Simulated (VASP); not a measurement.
# B (R-3m) in VASP: relaxation of shape and atoms at fixed volume with r2SCAN

Aim: the relaxation of shape and atoms at fixed volume of B with r2SCAN.

Program: VASP 6.6.1. These are calculated values, not measurements. Logs are shortened: lines on timing, memory, paths and dates and some standing lists are left out, and cuts for length are marked.

### Step 1. The cell of the first run

The structure is trigonal, space group R-3m (No. 166). Conventional cell: a = 4.849 Å, b = 4.849 Å, c = 12.388 Å, α = 90.00°, β = 90.00°, γ = 120.00°. B (site symmetry m) has 6 B at 1.65 to 1.78 Å within 2.2 Å. Within 2.3 Å of B (site symmetry m) lie 7 B at 1.75 to 1.99 Å.

### Step 2. Relaxation of shape and atoms at fixed volume, r2SCAN (7.01 Å³/atom)

The input, POSCAR:

```
B
1.0
    2.4244018269      1.3997290474      4.1293458264
   -2.4244018269      1.3997290474      4.1293458264
    0.0000000000     -2.7994580947      4.1293458264
B
12
Direct
    0.0098735177      0.6543950551      0.0098735177
    0.0098735177      0.0098735177      0.6543950551
    0.6543950551      0.0098735177      0.0098735177
    0.9901264823      0.3456049449      0.9901264823
    0.3456049449      0.9901264823      0.9901264823
    0.9901264823      0.9901264823      0.3456049449
    0.2205060264      0.6317485072      0.2205060264
    0.2205060264      0.2205060264      0.6317485072
    0.6317485072      0.2205060264      0.2205060264
    0.7794939736      0.3682514928      0.7794939736
    0.3682514928      0.7794939736      0.7794939736
    0.7794939736      0.7794939736      0.3682514928
```

The input, INCAR.step1:

```
PREC     = Accurate       # precision mode
ENCUT    = 600            # plane-wave cutoff, eV
ISMEAR   = 0              # smearing method
SIGMA    = 0.02           # smearing width, eV
LREAL    = False          # projectors in reciprocal space
LASPH    = True           # aspherical terms in the spheres
NELM     = 80             # most SCF steps
GGA      = PE             # functional
ALGO     = Normal         # electronic algorithm
EDIFF    = 1E-4           # SCF threshold, eV
LWAVE    = True           # write WAVECAR
LCHARG   = False          # write CHGCAR
KPAR     = 4
```

The input, INCAR.step2:

```
PREC     = Accurate       # precision mode
ENCUT    = 600            # plane-wave cutoff, eV
EDIFF    = 1E-6           # SCF threshold, eV
ISMEAR   = 0              # smearing method
SIGMA    = 0.02           # smearing width, eV
LREAL    = False          # projectors in reciprocal space
LASPH    = True           # aspherical terms in the spheres
NELM     = 80             # most SCF steps
ALGO     = Normal         # electronic algorithm
ISIF     = 4              # what is computed and relaxed
LWAVE    = False          # write WAVECAR
LCHARG   = False          # write CHGCAR
METAGGA  = R2SCAN         # meta-GGA
LMIXTAU  = True         
IBRION   = 2              # ionic algorithm
NSW      = 50             # ionic steps
EDIFFG   = -0.01          # ionic threshold
ISTART   = 1            
KPAR     = 4
```

The input, KPOINTS:

```
regular mesh
0
Gamma
  9 9 9
```

Potentials or basis: VASP PAW PBE potentials, release 64 (B).

The run is started by

```
> cat potpaw_PBE.64/B/POTCAR > POTCAR
> cp INCAR.step1 INCAR
> mpirun -np 4 vasp_std > vasp.out
> cp INCAR.step2 INCAR
> mpirun -np 4 vasp_std > vasp.out
```

OUTCAR:

```text
PREC = Accurate
   ENCUT = 600
   EDIFF = 1E-6
   ISMEAR = 0
   LREAL = False
   LASPH = True
   NELM = 80
   ISIF = 4
   METAGGA = R2SCAN
   IBRION = 2
   NSW = 50
   EDIFFG = -0.01
   ISTART = 1

 ion  position               nearest neighbor table
   1  0.010  0.654  0.010-   4 1.65   2 1.72   3 1.72   7 1.77  12 1.78  11 1.78
   2  0.010  0.010  0.654-   6 1.65   3 1.72   1 1.72   8 1.77  10 1.78  11 1.78
   3  0.654  0.010  0.010-   5 1.65   2 1.72   1 1.72   9 1.77  12 1.78  10 1.78
   4  0.990  0.346  0.990-   1 1.65   6 1.72   5 1.72  10 1.77   8 1.78   9 1.78
   5  0.346  0.990  0.990-   3 1.65   6 1.72   4 1.72  11 1.77   8 1.78   7 1.78
   6  0.990  0.990  0.346-   2 1.65   4 1.72   5 1.72  12 1.77   9 1.78   7 1.78
   7  0.221  0.632  0.221-  11 1.75  12 1.75   1 1.77   5 1.78   6 1.78   8 1.99   9 1.99
   8  0.221  0.221  0.632-  10 1.75  11 1.75   2 1.77   4 1.78   5 1.78   7 1.99   9 1.99
   9  0.632  0.221  0.221-  10 1.75  12 1.75   3 1.77   4 1.78   6 1.78   8 1.99   7 1.99
  10  0.779  0.368  0.779-   9 1.75   8 1.75   4 1.77   3 1.78   2 1.78  12 1.99  11 1.99
  11  0.368  0.779  0.779-   7 1.75   8 1.75   5 1.77   1 1.78   2 1.78  12 1.99  10 1.99
  12  0.779  0.779  0.368-   7 1.75   9 1.75   6 1.77   3 1.78   1 1.78  10 1.99  11 1.99

  LATTYP: Found a trigonal (rhomboedric) cell.
 ALAT       =     4.9888337894
 COS(alpha) =     0.5276747851

  Lattice vectors:

 A1 = (   2.4244018269,   1.3997290474,   4.1293458264)
 A2 = (  -2.4244018269,   1.3997290474,   4.1293458264)
 A3 = (   0.0000000000,  -2.7994580947,   4.1293458264)

Analysis of symmetry for initial positions (statically):
=====================================================================
 Subroutine PRICEL returns:
 Original cell was already a primitive cell.

 Routine SETGRP: Setting up the symmetry group for a
 trigonal (rhombohedral) supercell.

 Subroutine GETGRP returns: Found 12 space group operations
 (whereof 12 operations were pure point group operations)
 out of a pool of 12 trial point group operations.

The static configuration has the point symmetry D_3d.

Analysis of symmetry for dynamics (positions and initial velocities):
=====================================================================
 Subroutine PRICEL returns:
 Original cell was already a primitive cell.

 Routine SETGRP: Setting up the symmetry group for a
 trigonal (rhombohedral) supercell.

 Subroutine GETGRP returns: Found 12 space group operations
 (whereof 12 operations were pure point group operations)
 out of a pool of 12 trial point group operations.

The dynamic configuration has the point symmetry D_3d.

 Subroutine INISYM returns: Found 12 space group operations
 (whereof 12 operations are pure point group operations),
 and found     1 'primitive' translations
[... 122 lines left out ...]
   ISYM   =      2    0-nonsym 1-usesym 2-fastsym
   POTIM  = 0.5000    time-step for ionic-motion
   TEBEG  =    0.0;   TEEND  =   0.0 temperature during run
   PSTRESS=    0.0 pullay stress
   NELECT =      36.0000    total number of electrons
   NUPDOWN=      -1.0000    fix difference up-down
   EMIN   =  10.00;   EMAX   =-10.00  energy-range for DOS
   EFERMI =   0.00;   METHOD = LEGACY
   ISMEAR =     0;   SIGMA  =   0.02  broadening in eV -4-tet -1-fermi 0-gaus
   EFERMI_NEDOS =   21; number of points for ismear=-14 and -15
   IALGO  =     38    algorithm
   IMIX   =      4    mixing-type and parameters
     AMIX     =   0.40;   BMIX     =  1.00
     AMIX_MAG =   1.60;   BMIX_MAG =  1.00
  volume/ion in A,a.u.               =       7.01        47.28
  Fermi-wavevector in a.u.,A,eV,Ry     =   1.233906  2.331744 20.715187  1.522523
  Thomas-Fermi vector in A             =   2.368617
   LORBIT       =      0    0 simple, 1 ext, 2 COOP (PROOUT), +10 PAW based schemes
   METAGGA = R2SCAN    functional components
   LHFCALC =     F    Hartree Fock is set to
   AEXX    =    0.0000 exact exchange contribution
   IVDW    =     0    specifies the selected vdW correction
   LEPSILON=     F    determine dielectric tensor
   LRPA    =     F    only Hartree local field effects (RPA)
 conjugate gradient relaxation of ions
 non-spin polarized calculation
 Gauss-broadening in eV      SIGMA  =   0.02
  energy-cutoff  :      600.00
  volume of cell :       84.08
 maximum number of plane-waves:      2845
   NGX = 19   NGY = 19   NGZ = 19

--------------------------------------- Ionic step        1  -------------------------------------------

 number of electron      36.0000000 magnetization

 Free energy of the ion-electron system (eV)
  ---------------------------------------------------
  ext. energy  EPLUGINS =         0.00000000
  ---------------------------------------------------
  free energy    TOTEN  =       -88.07409031 eV

  energy without entropy =      -88.07409031  energy(sigma->0) =      -88.07409031

------------------------ aborting loop because EDIFF is reached ----------------------------------------

  FORCE on cell =-STRESS in cart. coord.  units (eV):
  Direction    XX          YY          ZZ          XY          YZ          ZX
  --------------------------------------------------------------------------------------
  -------------------------------------------------------------------------------------
  Total        4.2416229      4.2416229      4.1848896      0.0000000      0.0000000      0.0000000
  in kB       80.8279486     80.8279486     79.7468437      0.0000000      0.0000000      0.0000000
  external PRESSURE =      80.4675803 kB  Pullay stress =       0.0000000 kB
[... 217 lines left out ...]
--------------------------------------- Ionic step        6  -------------------------------------------

 number of electron      36.0000000 magnetization

 Free energy of the ion-electron system (eV)
  ---------------------------------------------------
  ext. energy  EPLUGINS =         0.00000000
  ---------------------------------------------------
  free energy    TOTEN  =       -88.08232921 eV

  energy without entropy =      -88.08232921  energy(sigma->0) =      -88.08232921

 E-fermi :   6.4251     XC(G=0): -12.4495

 val. band max:        6.2957662825   @ k =   0.4444   0.4444   0.4444
 cond. band min:       7.7943101456   @ k =   0.0000   0.0000   0.0000
 fundamental gap:      1.4985438631
 Fermi energy:         6.4250567471

 k-point     1 :       0.0000    0.0000    0.0000
  band No.  band energies     occupation
      1     -11.2213      2.00000
      2      -5.0387      2.00000
      3      -4.7629      2.00000
      4      -4.7629      2.00000
      5      -3.6267      2.00000
      6      -2.9491      2.00000
[... 661 lines left out ...]
     24      12.2676      0.00000
     25      12.6688      0.00000

 [... further k-points ...]
[... 5 lines left out ...]
  --------------------------------------------------------------------------------------
  -------------------------------------------------------------------------------------
  Total        3.7232177      3.7232177      3.7339390      0.0000000      0.0000000     -0.0000000
  in kB       70.9492701     70.9492701     71.1535735      0.0000000      0.0000000     -0.0000000
  external PRESSURE =      71.0173712 kB  Pullay stress =       0.0000000 kB
[... 27 lines left out ...]
  FREE ENERGIE OF THE ION-ELECTRON SYSTEM (eV)
  ---------------------------------------------------
  free  energy   TOTEN  =       -88.0823292056 eV

  energy  without entropy=      -88.0823292056  energy(sigma->0) =      -88.08232921

 reached required accuracy - stopping structural energy minimisation
```

Wall time 17 min (4 MPI ranks of Oxide Virtual Turin-like, shared host); peak memory 0.33 GiB.

Results:

| Property | Result |
| --- | --- |
| Free energy | -88.0823 eV |
| Energy gained by relaxing | 0.7 meV/atom |
| Ionic steps | 6 |
| Pressure after relaxing | 7.1 GPa |
| Largest force after relaxing | 0.008 eV/Å |
| Band gap on the k mesh | 1.50 eV (least direct gap 1.86 eV) |

Forces in eV/Å, atoms in the order of the input:
```
B   -0.006  0.004 -0.003
B    0.000 -0.007 -0.003
B    0.006  0.004 -0.003
B    0.006 -0.004  0.003
B   -0.006 -0.004  0.003
B    0.000  0.007  0.003
B    0.003 -0.002 -0.003
B    0.000  0.003 -0.003
B   -0.003 -0.002 -0.003
B   -0.003  0.002  0.003
B    0.003  0.002  0.003
B    0.000 -0.003  0.003
```

The path:
| step | energy change (eV) | largest force (eV/Å) | pressure (GPa) | volume (Å³) |
| --- | --- | --- | --- | --- |
| 1 | 0.0000 | 0.2810 | 8.05 | 84.08 |
| 2 | -0.0035 | 0.1992 | 6.62 | 84.08 |
| 3 | -0.0075 | 0.0837 | 7.20 | 84.08 |
| 4 | -0.0075 | 0.1054 | 7.05 | 84.08 |
| 5 | -0.0081 | 0.0286 | 7.12 | 84.08 |
| 6 | -0.0082 | 0.0078 | 7.10 | 84.08 |

Final structure:
```xyz
12
Lattice="2.4232 1.3991 4.1333 -2.4232 1.3991 4.1333 0.0000 -2.7981 4.1333" Properties=species:S:1:pos:R:3 pbc="T T T"
B    -1.5588    0.9000    2.7876
B     0.0000   -1.8000    2.7876
B     1.5588    0.9000    2.7876
B     1.5588   -0.9000    9.6123
B    -1.5588   -0.9000    9.6123
B     0.0000    1.8000    9.6123
B    -0.9893    0.5712    4.4370
B     0.0000   -1.1424    4.4370
B     0.9893    0.5712    4.4370
B     0.9893   -0.5712    7.9630
B    -0.9893   -0.5712    7.9630
B     0.0000    1.1424    7.9630
```

Caveat: the PAW data sets were made with another functional, which shifts forces and pressure a little.
